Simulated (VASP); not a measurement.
Input of a VASP 6.6.1 run:

The input INCAR:

```
PREC = Accurate ; ENCUT = 690
EDIFF = 1E-6 ; ISMEAR = 0
SIGMA = 0.15 ; LREAL = F
LASPH = T ; NELM = 200
ALGO = Normal ; ISIF = 2
LWAVE = F ; LCHARG = F
ISPIN = 2 ; MAGMOM = 0.7
LORBIT = 11 ; LMAXMIX = 4
GGA = CA ; NBANDS = 19
GGA_COMPAT = F
```

KPOINTS

```
Automatic mesh
0
Gamma
  22 22 22
```

File POSCAR:

```
Ni
1.0
    0.0000000000      1.7763307580      1.5837165794
    1.7763307580      0.0000000000      1.5837165794
    1.7763307580      1.7763307580      0.0000000000
Ni
1
Direct
    0.0000000000      0.0000000000      0.0000000000
```

Potentials or basis: VASP PAW LDA potentials, release 64 (Ni_sv_GW).

Launch:

```console
$ cat potpaw_LDA.64/Ni_sv_GW/POTCAR > POTCAR
$ mpirun -np 1 vasp_std > vasp.out
```

Q: What does it give for the net moment?

A: 0.56 μB per cell.

Q: Predict the pressure.

A: 0.2 GPa.

Stress tensor (GPa, compression positive):
```
-3.32  0.00  0.00
 0.00 -3.32  0.00
 0.00  0.00  7.21
```

Caveat: the cell differs from its parent crystal (strain +e along x and -e along y +0.0000, strain +e along z and -e/2 along x and y -0.0750); the stress differs along the axes, from -3 to 7 GPa.
